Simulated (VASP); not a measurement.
# Cr (Im-3m) in VASP: a series of runs, part 2 of 2

VASP 6.6.1. The steps go on from the part before.

## 5. Single point, PBE-based screened hybrid, collinear spin, ferromagnetic start

This run uses another cell than the first one, of 11.05 Å³/atom, 0.845 times its volume.

Input file POSCAR:

```
Cr
1.0
   -1.4032234862      1.4032234862      1.4032234862
    1.4032234862     -1.4032234862      1.4032234862
    1.4032234862      1.4032234862     -1.4032234862
Cr
1
Direct
    0.0000000000      0.0000000000      0.0000000000
```

Input file INCAR.step1:

```
ALGO     = Normal         # electronic algorithm
EDIFF    = 1E-5           # SCF threshold, eV
ENCUT    = 520            # plane-wave cutoff, eV
GGA      = PE             # functional
ISIF     = 2              # what is computed and relaxed
ISMEAR   = -1             # smearing method
ISPIN    = 2              # spin polarisation
LASPH    = T              # aspherical terms in the spheres
LCHARG   = F              # write CHGCAR
LMAXMIX  = 4              # l up to which the mixer works
LORBIT   = 11             # projections on sites
LREAL    = F              # projectors in reciprocal space
LWAVE    = T              # write WAVECAR
MAGMOM   = 3              # initial moments
NBANDS   = 16             # bands
NELM     = 150            # most SCF steps
PREC     = Accurate       # precision mode
SIGMA    = 0.05           # smearing width, eV
```

Input file INCAR.step2:

```
AEXX     = 0.25           # exact-exchange fraction
ALGO     = Normal         # electronic algorithm
EDIFF    = 1E-6           # SCF threshold, eV
ENCUT    = 520            # plane-wave cutoff, eV
GGA      = PE             # functional
HFSCREEN = 0.3            # screening, 1/A
ISIF     = 2              # what is computed and relaxed
ISMEAR   = -1             # smearing method
ISPIN    = 2              # spin polarisation
ISTART   = 1            
LASPH    = T              # aspherical terms in the spheres
LCHARG   = F              # write CHGCAR
LHFCALC  = T              # exact exchange
LMAXMIX  = 4              # l up to which the mixer works
LORBIT   = 11             # projections on sites
LREAL    = F              # projectors in reciprocal space
LWAVE    = F              # write WAVECAR
MAGMOM   = 3              # initial moments
NBANDS   = 16             # bands
NELM     = 150            # most SCF steps
PREC     = Accurate       # precision mode
PRECFOCK = Normal       
SIGMA    = 0.05           # smearing width, eV
```

Input file KPOINTS:

```
k-points
0
Gamma
  6 6 6
```

Potentials or basis: VASP PAW PBE potentials, release 64 (Cr_pv).

Command:

```bash
$ cat potpaw_PBE.64/Cr_pv/POTCAR > POTCAR
$ cp INCAR.step1 INCAR
$ mpirun -np 1 vasp_std > vasp.out
$ cp INCAR.step2 INCAR
$ mpirun -np 1 vasp_std > vasp.out
```

OUTCAR:

```text
AEXX = 0.25
   EDIFF = 1E-6
   ENCUT = 520
   GGA = PE
   HFSCREEN = 0.3
   ISIF = 2
   ISMEAR = -1
   ISPIN = 2
   ISTART = 1
   LASPH = T
   LHFCALC = T
   LORBIT = 11
   LREAL = F
   NELM = 150
   PREC = Accurate
   PRECFOCK = Normal

 ion  position               nearest neighbor table
   1  0.000  0.000  0.000-

  LATTYP: Found a body centered cubic cell.
 ALAT       =     2.8064469724

  Lattice vectors:

 A1 = (  -1.4032234862,   1.4032234862,   1.4032234862)
 A2 = (   1.4032234862,  -1.4032234862,   1.4032234862)
 A3 = (   1.4032234862,   1.4032234862,  -1.4032234862)

Analysis of symmetry for initial positions (statically):
=====================================================================
 Subroutine PRICEL returns:
 Original cell was already a primitive cell.

 Routine SETGRP: Setting up the symmetry group for a
 body centered cubic supercell.

 Subroutine GETGRP returns: Found 48 space group operations
 (whereof 48 operations were pure point group operations)
 out of a pool of 48 trial point group operations.

The static configuration has the point symmetry O_h .

Analysis of symmetry for dynamics (positions and initial velocities):
=====================================================================
 Subroutine PRICEL returns:
 Original cell was already a primitive cell.

 Routine SETGRP: Setting up the symmetry group for a
 body centered cubic supercell.

 Subroutine GETGRP returns: Found 48 space group operations
 (whereof 48 operations were pure point group operations)
 out of a pool of 48 trial point group operations.

The dynamic configuration has the point symmetry O_h .

Analysis of structural, dynamic, and magnetic symmetry:
=====================================================================
 Subroutine PRICEL returns:
 Original cell was already a primitive cell.

 Routine SETGRP: Setting up the symmetry group for a
 body centered cubic supercell.

 Subroutine GETGRP returns: Found 48 space group operations
 (whereof 48 operations were pure point group operations)
 out of a pool of 48 trial point group operations.

The overall configuration has the point symmetry O_h .

 Subroutine INISYM returns: Found 48 space group operations
 (whereof 48 operations are pure point group operations),
 and found     1 'primitive' translations

----------------------------------------------------------------------------------------

                                     Primitive cell

  volume of cell :      11.0520

  direct lattice vectors                    reciprocal lattice vectors
    -1.403223486  1.403223486  1.403223486     0.000000000  0.356322428  0.356322428
     1.403223486 -1.403223486  1.403223486     0.356322428  0.000000000  0.356322428
     1.403223486  1.403223486 -1.403223486     0.356322428  0.356322428  0.000000000

  length of vectors
     2.430454372  2.430454372  2.430454372     0.503916011  0.503916011  0.503916011

  position of ions in fractional coordinates (direct lattice)
     0.000000000  0.000000000  0.000000000

  ion indices of the primitive-cell ions
   primitive index   ion index
[... 58 lines left out ...]
   ISPIN  =      2    spin polarized calculation?
   LNONCOLLINEAR =      F non collinear calculations
   LSORBIT =      F    spin-orbit coupling
   LASPH  =      T    aspherical Exc in radial PAW
   ENCUT  =  520.0 eV  38.22 Ry    6.18 a.u.   4.52  4.52  4.52*2*pi/ulx,y,z
   NELM   =    150;   NELMIN=  2; NELMDL=  0     # of ELM steps
   EDIFF  = 0.1E-05   stopping-criterion for ELM
   LREAL  =      F    real-space projection
   EDIFFG = 0.1E-04   stopping-criterion for IOM
   NSW    =      0    number of steps for IOM
   IBRION =     -1    ionic relax: 0-MD 1-quasi-New 2-CG
   NFREE  =      0    steps in history (QN), initial steepest desc. (CG)
   ISIF   =      2    stress and relaxation
   ISYM   =      3    0-nonsym 1-usesym 2-fastsym
   POTIM  = 0.5000    time-step for ionic-motion
   TEBEG  =    0.0;   TEEND  =   0.0 temperature during run
   PSTRESS=    0.0 pullay stress
   NELECT =      12.0000    total number of electrons
   NUPDOWN=      -1.0000    fix difference up-down
   EMIN   =  10.00;   EMAX   =-10.00  energy-range for DOS
   EFERMI =   0.00;   METHOD = LEGACY
   ISMEAR =    -1;   SIGMA  =   0.05  broadening in eV -4-tet -1-fermi 0-gaus
   EFERMI_NEDOS =   21; number of points for ismear=-14 and -15
   IALGO  =     38    algorithm
   IMIX   =      1    mixing-type and parameters
     AMIX     =   0.40;   BMIX     =  1.00
     AMIX_MAG =   1.60;   BMIX_MAG =  1.00
  volume/ion in A,a.u.               =      11.05        74.58
  Fermi-wavevector in a.u.,A,eV,Ry     =   1.682629  3.179708 38.521370  2.831241
  Thomas-Fermi vector in A             =   2.765974
   LORBIT       =     11    0 simple, 1 ext, 2 COOP (PROOUT), +10 PAW based schemes
   GGA     = PE    functional components
   LHFCALC =     T    Hartree Fock is set to
   PRECFOCK=normal    Normal, Fast or Accurate (Low or Medium for compatibility)
   ENCUT4O =  -1.0   cutoff for four orbital integrals eV
   NKREDX  =     1    reduce k-point grid by
   NKREDY  =     1    reduce k-point grid by
   NKREDZ  =     1    reduce k-point grid by
   AEXX    =    0.2500 exact exchange contribution
   HFSCREEN=    0.3000 screening length (either q_TF or 0.3 A-1)
   HFSCREENC=   0.3000 screening length for correlation (either q_TF or 0.3 A-1)
   ENCUTFOCK=  -1.0 apply spherical cutoff to Coloumb kernel
   IVDW    =     0    specifies the selected vdW correction
   LEPSILON=     F    determine dielectric tensor
   LRPA    =     F    only Hartree local field effects (RPA)
 spin polarized calculation
  energy-cutoff  :      520.00
  volume of cell :       11.05
 maximum number of plane-waves:       321
  NGX = 14; NGY = 14; NGZ = 14

 number of electron      12.0000014 magnetization       0.0000009

 number of electron      12.0000014 magnetization      -0.0000004

 Free energy of the ion-electron system (eV)
  ---------------------------------------------------
  ext. energy  EPLUGINS =         0.00000000
  ---------------------------------------------------
  free energy    TOTEN  =       -11.32218295 eV

  energy without entropy =      -11.31994898  energy(sigma->0) =      -11.32106596

 E-fermi :  11.6612     XC(G=0): -11.4829

 val. band max:       11.5516099661   @ k =  -0.1667   0.1667   0.1667
 cond. band min:      11.8450483226   @ k =  -0.3333   0.3333   0.1667
 fundamental gap:      0.2934383566
 Fermi energy:        11.6611835590

 spin component 1

 k-point     1 :       0.0000    0.0000    0.0000
  band No.  band energies     occupation
      1     -34.6669      1.00000
      2     -34.6669      1.00000
      3     -34.6669      1.00000
      4       2.4002      1.00000
      5      10.0337      1.00000
      6      10.0337      1.00000
[... 280 lines left out ...]
      2     -35.4389      1.00000
      3     -35.4389      1.00000
      4       6.4622      1.00000
      5       6.4622      1.00000
      6      14.4308      0.00000
[... 8 lines left out ...]
     15      37.4690      0.00000
     16      49.0937      0.00000
 Fermi energy:        11.6611835590

 spin component 2

 k-point     1 :       0.0000    0.0000    0.0000
  band No.  band energies     occupation
      1     -34.6669      1.00000
      2     -34.6669      1.00000
      3     -34.6669      1.00000
      4       2.4002      1.00000
      5      10.0337      1.00000
      6      10.0337      1.00000
[... 281 lines left out ...]
      3     -35.4389      1.00000
      4       6.4622      1.00000
      5       6.4622      1.00000
      6      14.4308      0.00000
[... 8 lines left out ...]
     15      37.4690      0.00000
     16      49.0937      0.00000

------------------------ aborting loop because EDIFF is reached ----------------------------------------

  FORCE on cell =-STRESS in cart. coord.  units (eV):
  Direction    XX          YY          ZZ          XY          YZ          ZX
  --------------------------------------------------------------------------------------
  -------------------------------------------------------------------------------------
  Total        0.0088292      0.0088292      0.0088292      0.0000000      0.0000000      0.0000000
  in kB        1.2799490      1.2799490      1.2799490      0.0000000      0.0000000      0.0000000
  external PRESSURE =       1.2799490 kB  Pullay stress =       0.0000000 kB

 VOLUME and BASIS-vectors are now :
 -----------------------------------------------------------------------------
  energy-cutoff  :      520.00
  volume of cell :       11.05
      direct lattice vectors                 reciprocal lattice vectors
    -1.403223486  1.403223486  1.403223486     0.000000000  0.356322428  0.356322428
     1.403223486 -1.403223486  1.403223486     0.356322428  0.000000000  0.356322428
     1.403223486  1.403223486 -1.403223486     0.356322428  0.356322428  0.000000000

 POSITION                                       TOTAL-FORCE (eV/Angst)
 -----------------------------------------------------------------------------------
      0.00000      0.00000      0.00000         0.000000      0.000000      0.000000
 -----------------------------------------------------------------------------------
    total drift:                               -0.000000      0.000000      0.000000

  FREE ENERGIE OF THE ION-ELECTRON SYSTEM (eV)
  ---------------------------------------------------
  free  energy   TOTEN  =       -11.3221829516 eV

  energy  without entropy=      -11.3199489764  energy(sigma->0) =      -11.32106596

 total charge

# of ion       s       p       d       tot
------------------------------------------
    1        0.518   6.462   4.227  11.207

 magnetization (x)

# of ion       s       p       d       tot
------------------------------------------
    1       -0.000  -0.000   0.000   0.000
```

Wall time 17 min (1 thread of Intel Xeon Platinum 8259CL at 2.50GHz (Skylake/Cascade Lake), shared host); peak memory 0.23 GiB.

What came out:

```yaml
Free_energy: -11.3222 eV
Pressure: 0.1 GPa
Band_gap_on_the_k_mesh: zero (filled and empty bands overlap)
Net_moment: 0.00 μB per cell
Valence_electrons_inside_the_program's_atomic_spheres: Cr 11.21
```

Levels at points of the mesh, in eV from the Fermi level:
Spin up:
| k point | band 2 | band 3 | band 4 | band 5 | band 6 | band 7 | band 8 | band 9 | band 10 | band 11 |
| --- | --- | --- | --- | --- | --- | --- | --- | --- | --- | --- |
| (0.00, 0.00, 0.00) | -46.33 | -46.33 | -9.26 | -1.63 | -1.63 | -1.63 | 1.94 | 1.94 | 9.10 | 23.55 |
| (0.50, 0.00, 0.00) | -46.68 | -46.32 | -5.59 | -3.50 | 0.90 | 1.74 | 2.28 | 3.20 | 9.03 | 11.32 |
| (0.50, 0.50, 0.50) | -47.10 | -47.10 | -5.20 | -5.20 | 2.77 | 2.77 | 2.77 | 9.08 | 11.58 | 11.58 |
Spin down:
| k point | band 2 | band 3 | band 4 | band 5 | band 6 | band 7 | band 8 | band 9 | band 10 | band 11 |
| --- | --- | --- | --- | --- | --- | --- | --- | --- | --- | --- |
| (0.00, 0.00, 0.00) | -46.33 | -46.33 | -9.26 | -1.63 | -1.63 | -1.63 | 1.94 | 1.94 | 9.10 | 23.55 |
| (0.50, 0.00, 0.00) | -46.68 | -46.32 | -5.59 | -3.50 | 0.90 | 1.74 | 2.28 | 3.20 | 9.03 | 11.32 |
| (0.50, 0.50, 0.50) | -47.10 | -47.10 | -5.20 | -5.20 | 2.77 | 2.77 | 2.77 | 9.08 | 11.58 | 11.58 |

Caveat: the k points lie up to 0.53 Å⁻¹ apart; the starting moments collapsed, and a magnetic state may lie lower; the PAW data sets were made with another functional, which shifts forces and pressure a little.

## 6. Single point, revPBE+D4, collinear spin, ferromagnetic start (volume scaled by 1.04)

Input file INCAR:

```
PREC = Accurate ; ENCUT = 520
EDIFF = 1E-6 ; ISMEAR = -1
SIGMA = 0.05 ; LREAL = F
LASPH = T ; NELM = 150
ALGO = Fast ; ISIF = 2
LWAVE = F ; LCHARG = F
ISPIN = 2 ; MAGMOM = -1.62
LORBIT = 11 ; LMAXMIX = 4
GGA = RE ; IVDW = 13
NBANDS = 16
```

Input file KPOINTS:

```
Automatic mesh
0
Gamma
  12 12 12
```

Input file POSCAR:

```
Cr
1.0
   -1.5039841500      1.5039841500      1.5039841500
    1.5039841500     -1.5039841500      1.5039841500
    1.5039841500      1.5039841500     -1.5039841500
Cr
1
Direct
    0.0000000000      0.0000000000      0.0000000000
```

Potentials or basis: VASP PAW PBE potentials, release 64 (Cr_pv).

Command:

```bash
$ cat potpaw_PBE.64/Cr_pv/POTCAR > POTCAR
$ mpirun -np 1 vasp_std > vasp.out
```

It took 58 s on 1 thread of Intel Xeon 8259CL, shared host; peak memory 0.14 GiB.

It converged, with:

```
Free energy                                           : -9.5618 eV
Pressure                                              : -34.4 GPa
Band gap on the k mesh                                : zero (filled and empty bands overlap)
Net moment                                            : 0.00 μB per cell
Valence electrons inside the program's atomic spheres : Cr 10.75
Dispersion energy per atom                            : -0.640 eV
```

Levels at points of the mesh, in eV from the Fermi level:
Spin up:
```tsv
k point	band 3	band 4	band 5	band 6	band 7	band 8	band 9	band 10
(0.00, 0.00, 0.00)	-42.91	-7.19	-0.68	-0.68	-0.68	1.00	1.00	7.14
(0.50, 0.00, 0.00)	-42.91	-3.63	-1.90	0.84	0.96	1.24	2.28	7.11
(0.50, 0.50, 0.50)	-43.29	-3.34	-3.34	1.98	1.98	1.98	7.14	9.30
```
Spin down:
| k point | band 3 | band 4 | band 5 | band 6 | band 7 | band 8 | band 9 | band 10 |
| --- | --- | --- | --- | --- | --- | --- | --- | --- |
| (0.00, 0.00, 0.00) | -42.91 | -7.19 | -0.68 | -0.68 | -0.68 | 1.00 | 1.00 | 7.14 |
| (0.50, 0.00, 0.00) | -42.91 | -3.63 | -1.90 | 0.84 | 0.96 | 1.24 | 2.28 | 7.11 |
| (0.50, 0.50, 0.50) | -43.29 | -3.34 | -3.34 | 1.98 | 1.98 | 1.98 | 7.14 | 9.30 |

Caveat: the cell differs from its parent crystal (volume scaled by 1.04); the starting moments collapsed, and a magnetic state may lie lower; the PAW data sets were made with another functional, which shifts forces and pressure a little; pairwise dispersion overbinds metals, which lowers pressure and volume.
